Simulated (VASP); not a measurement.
Wanted: the native input for a VASP 6.6.1 run.

* Task: single point
* Functional: PBE
* Potentials or basis: VASP PAW PBE potentials, release 64 (Ti_sv, Al)
* Cutoff: 520 eV
* k mesh: 15 × 15 × 6
* Occupations: gaussian, width 0.15 eV
* Spin: no spin polarisation
* Dipole correction: no
* Further INCAR settings: ALGO = Fast; EDIFF = 1e-06; NBANDS = 28

The structure of Ti3Al lies in POSCAR:

```
Ti3Al
1.0
    2.9297375378      0.0000000000      0.0000000000
   -1.4648687689      2.5372271341      0.0000000000
    0.0000000000      0.0000000000      9.2315308735
Ti Al
3 1
Direct
    0.5956968335      0.4221310594      0.0000000000
    0.3557411939      0.6386298660      0.7504575700
    0.3557411939      0.6386298660      0.2495424300
    0.7130657584      0.2752786127      0.5000000000
```

This cell differs from its parent crystal: atoms displaced along several vibrational modes.

One way to write it, as run:

INCAR

```
PREC     = Accurate       # precision mode
ENCUT    = 520            # plane-wave cutoff, eV
EDIFF    = 1E-6           # SCF threshold, eV
ISMEAR   = 0              # smearing method
SIGMA    = 0.15           # smearing width, eV
LREAL    = False          # projectors in reciprocal space
LASPH    = True           # aspherical terms in the spheres
NELM     = 100            # most SCF steps
ALGO     = Fast           # electronic algorithm
ISIF     = 2              # what is computed and relaxed
LWAVE    = False          # write WAVECAR
LCHARG   = False          # write CHGCAR
GGA      = PE             # functional
NBANDS   = 28             # bands
```

KPOINTS

```
Automatic mesh
0
Gamma
  15 15 6
```

Potentials or basis: VASP PAW PBE potentials, release 64 (Ti_sv, Al).

The run is started by

```bash
$ cat potpaw_PBE.64/Ti_sv/POTCAR potpaw_PBE.64/Al/POTCAR > POTCAR
$ mpirun -np 1 vasp_std > vasp.out
```

It gave:

```yaml
Pressure: -0.7 GPa
Largest_force: 0.948 eV/Å
Band_gap_on_the_k_mesh: zero (an odd number of electrons rules out a gap without spin polarisation)
```

Caveat: the cell differs from its parent crystal (atoms displaced along several vibrational modes).

Wall time 42 min on 1 thread of AMD EPYC 9R45 96-Core Processor (Zen 5) (shared host), peak memory 0.72 GiB.
